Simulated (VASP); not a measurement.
# Si (a cell with a defect) in VASP: notebook, part 2 of 2

VASP 6.6.1. Earlier steps stand in the parts before.

### Step 3. Single point, PBE

Input file INCAR:

```
SYSTEM = Si
ALGO = Normal
EDIFF = 1E-6
ENCUT = 520
GGA = PE
ISIF = 2
ISMEAR = -1
LASPH = .True.
LCHARG = .True.
LELF = .True.
LREAL = Auto
LVHAR = .True.
LWAVE = .False.
NBANDS = 48
NELM = 100
PREC = Accurate
SIGMA = 0.05
```

Input file KPOINTS:

```
k-points
0
Gamma
  2 2 2
  0 0 0
```

Input file POSCAR:

```
Si
1.0
    0.0000000000      5.4300000000      5.4300000000
    5.4300000000      0.0000000000      5.4300000000
    5.4300000000      5.4300000000      0.0000000000
Si
17
Direct
    0.0052026703      0.0010641805     -0.0071733886
    0.1291331492      0.1152285451      0.1266046041
    0.0075600368     -0.0198230203      0.5050395948
    0.1361744015      0.1216920810      0.6209784530
   -0.0112974217      0.4886454880      0.0342889503
    0.1293368324      0.6292049724      0.1264640884
    0.0077732044      0.5077343462      0.5048763352
    0.1124226519      0.6125255985      0.6633217311
    0.5010308471      0.0009457643     -0.0071687845
    0.6315403315      0.1313935543      0.1055493554
    0.5071159300      0.0071150092      0.4790418969
    0.6215683241      0.1215896869      0.6209970534
    0.5011864641      0.5050483425     -0.0071785451
    0.6152906077      0.6290523020      0.1265720074
    0.4801500921      0.5075745856      0.5049976059
    0.6217064457      0.6361416206      0.6209616943
    0.8581385820      0.3582190608      0.4261748619
```

Potentials or basis: VASP PAW PBE potentials, release 64 (Si).

Launch:

```bash
cat potpaw_PBE.64/Si/POTCAR > POTCAR
mpirun -np 1 vasp_std > vasp.out
```

OUTCAR:

```text
SYSTEM = Si
   EDIFF = 1E-6
   ENCUT = 520
   GGA = PE
   ISIF = 2
   ISMEAR = -1
   LASPH = .True.
   LREAL = Auto
   NELM = 100
   PREC = Accurate

 ion  position               nearest neighbor table
   1  0.005  0.001  0.993-   4 2.33   6 2.33   2 2.33  10 2.34
   2  0.129  0.115  0.127-   1 2.33   9 2.33   5 2.35   3 2.37  17 2.95
   3  0.008  0.980  0.505-   8 2.32   2 2.37  17 2.39  12 2.42   4 2.42
   4  0.136  0.122  0.621-  11 2.33   1 2.33   7 2.42   3 2.42  17 2.59
   5  0.989  0.489  0.034-   8 2.33   6 2.35  14 2.35   2 2.35  17 2.46
   6  0.129  0.629  0.126-  13 2.33   1 2.33   5 2.35   7 2.37  17 2.95
   7  0.008  0.508  0.505-   8 2.32   6 2.37  17 2.39   4 2.42  16 2.42
   8  0.112  0.613  0.663-   3 2.32  15 2.32   7 2.32   5 2.33
   9  0.501  0.001  0.993-  12 2.33  14 2.33   2 2.33  10 2.34
  10  0.632  0.131  0.106-  11 2.34  13 2.34   1 2.34   9 2.34
  11  0.507  0.007  0.479-  12 2.33   4 2.33  16 2.33  10 2.34
  12  0.622  0.122  0.621-  11 2.33   9 2.33  15 2.42   3 2.42  17 2.59
  13  0.501  0.505  0.993-  16 2.33   6 2.33  14 2.33  10 2.34
  14  0.615  0.629  0.127-  13 2.33   9 2.33   5 2.35  15 2.37  17 2.95
  15  0.480  0.508  0.505-   8 2.32  14 2.37  17 2.39  12 2.42  16 2.42
  16  0.622  0.636  0.621-  11 2.33  13 2.33   7 2.42  15 2.42  17 2.59
  17  0.858  0.358  0.426-   7 2.39  15 2.39   3 2.39   5 2.46  16 2.59   4 2.59  12 2.59   6 2.95
                            14 2.95   2 2.95

  LATTYP: Found a face centered cubic cell.
 ALAT       =    10.8600000000

  Lattice vectors:

 A1 = (   0.0000000000,   5.4300000000,   5.4300000000)
 A2 = (   5.4300000000,   0.0000000000,   5.4300000000)
 A3 = (   5.4300000000,   5.4300000000,   0.0000000000)

Analysis of symmetry for initial positions (statically):
=====================================================================
 Subroutine PRICEL returns:
 Original cell was already a primitive cell.

 Routine SETGRP: Setting up the symmetry group for a
 face centered cubic supercell.

[... 155 lines left out ...]
   LORBIT       =      0    0 simple, 1 ext, 2 COOP (PROOUT), +10 PAW based schemes
   GGA     = PE    functional components
   LHFCALC =     F    Hartree Fock is set to
   AEXX    =    0.0000 exact exchange contribution
   IVDW    =     0    specifies the selected vdW correction
   LEPSILON=     F    determine dielectric tensor
   LRPA    =     F    only Hartree local field effects (RPA)
 non-spin polarized calculation
  energy-cutoff  :      520.00
  volume of cell :      320.21
 maximum number of plane-waves:      8646
 NGX is ok and might be reduce to    60
   NGX = 29   NGY = 29   NGZ = 29

 number of electron      68.0000000 magnetization

 Free energy of the ion-electron system (eV)
  ---------------------------------------------------
  ext. energy  EPLUGINS =         0.00000000
  ---------------------------------------------------
  free energy    TOTEN  =       -87.90758723 eV

  energy without entropy =      -87.86364907  energy(sigma->0) =      -87.88561815

 E-fermi :   6.8690     XC(G=0):  -9.6817

 val. band max:        6.7642261473   @ k =   0.0000   0.0000   0.0000
 cond. band min:       6.8986567603   @ k =   0.5000   0.5000   0.0000
 fundamental gap:      0.1344306130
 Fermi energy:         6.8690216018

 k-point     1 :       0.0000    0.0000    0.0000
  band No.  band energies     occupation
      1      -6.2995      2.00000
      2      -3.8253      2.00000
      3      -3.6337      2.00000
      4      -3.6329      2.00000
      5      -3.5227      2.00000
      6      -2.7555      2.00000
[... 381 lines left out ...]
     45      10.1496      0.00000
     46      10.3164      0.00000
 [bands above 46 left out]

------------------------ aborting loop because EDIFF is reached ----------------------------------------

  FORCE on cell =-STRESS in cart. coord.  units (eV):
  Direction    XX          YY          ZZ          XY          YZ          ZX
  --------------------------------------------------------------------------------------
  -------------------------------------------------------------------------------------
  Total       10.0993480     10.0991184     10.0941453     -0.3743785      0.3705274      0.3732982
  in kB       50.5329249     50.5317758     50.5068926     -1.8732339      1.8539644      1.8678283
  external PRESSURE =      50.5238644 kB  Pullay stress =       0.0000000 kB

 VOLUME and BASIS-vectors are now :
 -----------------------------------------------------------------------------
  energy-cutoff  :      520.00
  volume of cell :      320.21
      direct lattice vectors                 reciprocal lattice vectors
     0.000000000  5.430000000  5.430000000    -0.092081031  0.092081031  0.092081031
     5.430000000  0.000000000  5.430000000     0.092081031 -0.092081031  0.092081031
     5.430000000  5.430000000  0.000000000     0.092081031  0.092081031 -0.092081031

 POSITION                                       TOTAL-FORCE (eV/Angst)
 -----------------------------------------------------------------------------------
      5.39683      5.41930      0.03403         0.021222      0.020972     -0.018555
      1.31315      1.38866      1.32688         0.035163      0.002004      0.000491
      8.06473      2.78342      5.36341         0.096183     -0.014124      0.012375
      4.03270      4.11134      1.40021         0.019427      0.024169     -0.021570
      2.83953      5.55484      8.02200        -0.081198     -0.081143      0.078614
      4.10328      1.38900      4.11888         0.000633     -0.000379     -0.033066
[... 9 lines left out ...]
      6.82607      6.74769      6.83012         0.026259      0.018956     -0.021230
      4.25926      6.97382      6.60482        -0.186226     -0.183787      0.175714
 -----------------------------------------------------------------------------------
    total drift:                               -0.002685     -0.000915     -0.000408

  FREE ENERGIE OF THE ION-ELECTRON SYSTEM (eV)
  ---------------------------------------------------
  free  energy   TOTEN  =       -87.9075872251 eV

  energy  without entropy=      -87.8636490666  energy(sigma->0) =      -87.88561815
```

OSZICAR:

```text
N       E                     dE             d eps       ncg     rms          rms(c)
DAV:   1     0.164596443793E+03    0.16460E+03   -0.26105E+04   768   0.117E+03
DAV:   2    -0.743064590027E+02   -0.23890E+03   -0.22590E+03   928   0.171E+02
DAV:   3    -0.891854411552E+02   -0.14879E+02   -0.14517E+02   992   0.375E+01
DAV:   4    -0.895109498473E+02   -0.32551E+00   -0.32428E+00   944   0.684E+00
DAV:   5    -0.895195695125E+02   -0.86197E-02   -0.86133E-02   960   0.104E+00    0.146E+01
DAV:   6    -0.883601564644E+02    0.11594E+01   -0.89024E-01   896   0.284E+00    0.885E+00
DAV:   7    -0.878989505791E+02    0.46121E+00   -0.12115E+00   888   0.324E+00    0.866E-01
DAV:   8    -0.879052409845E+02   -0.62904E-02   -0.62966E-02   888   0.905E-01    0.438E-01
DAV:   9    -0.879065971415E+02   -0.13562E-02   -0.63282E-03   920   0.272E-01    0.198E-01
DAV:  10    -0.879073499773E+02   -0.75284E-03   -0.90900E-04   880   0.106E-01    0.908E-02
DAV:  11    -0.879075698775E+02   -0.21990E-03   -0.24673E-04   920   0.594E-02    0.250E-02
DAV:  12    -0.879075845761E+02   -0.14699E-04   -0.17881E-05   928   0.159E-02    0.871E-03
DAV:  13    -0.879075870784E+02   -0.25023E-05   -0.43684E-06   912   0.752E-03    0.234E-03
DAV:  14    -0.879075872251E+02   -0.14664E-06   -0.22508E-07   568   0.187E-03
   1 F= -.87907587E+02 E0= -.87885618E+02  d E =-.439382E-01
```

It took 2 min on 1 thread of AMD EPYC 9R45 (Zen 5), shared host; peak memory 0.44 GiB.

Results:

| Quantity | Value |
| --- | --- |
| Free energy | -87.9076 eV |
| Pressure | 5.1 GPa |
| Largest force | 0.315 eV/Å |
| Band gap on the k mesh | zero (bands 34 and 35 overlap by 0.14 eV) |

Forces on the atoms (eV/Å):
```
Si   0.021  0.021 -0.019
Si   0.035  0.002  0.000
Si   0.096 -0.014  0.012
Si   0.019  0.024 -0.022
Si  -0.081 -0.081  0.079
Si   0.001  0.000 -0.033
Si  -0.003 -0.003 -0.090
Si  -0.057 -0.052  0.046
Si   0.022  0.021 -0.022
Si   0.039  0.039 -0.038
Si   0.036  0.038 -0.042
Si   0.021  0.022 -0.020
Si   0.019  0.020 -0.018
Si   0.002  0.034  0.002
Si  -0.011  0.094  0.009
Si   0.026  0.019 -0.021
Si  -0.186 -0.184  0.176
```

Stress tensor (GPa, compression positive):
```
 5.05 -0.19  0.19
-0.19  5.05  0.19
 0.19  0.19  5.05
```

Levels at points of the mesh, in eV from the Fermi level:
```csv
k point,band 32,band 33,band 34,band 35,band 36,band 37
"(0.00, 0.00, 0.00)",-0.77,-0.77,-0.44,-0.11,-0.10,0.11
"(0.50, 0.00, 0.00)",-1.41,-1.22,-0.22,0.30,0.77,0.84
"(0.00, 0.50, 0.00)",-1.41,-1.22,-0.22,0.30,0.77,0.84
"(0.00, 0.00, 0.50)",-1.37,-1.37,-0.33,0.45,0.45,1.06
"(0.50, 0.50, 0.50)",-1.41,-1.22,-0.22,0.31,0.78,0.84
"(0.50, 0.50, 0.00)",-1.83,-0.91,0.03,0.59,1.11,1.21
"(0.00, 0.50, 0.50)",-1.83,-0.92,0.03,0.59,1.11,1.21
"(0.50, 0.00, 0.50)",-1.83,-0.91,0.03,0.59,1.11,1.21
```

Caveat: the k points lie up to 0.50 Å⁻¹ apart.

The gap in the log of VASP goes by the Fermi energy; the results here count the filled bands.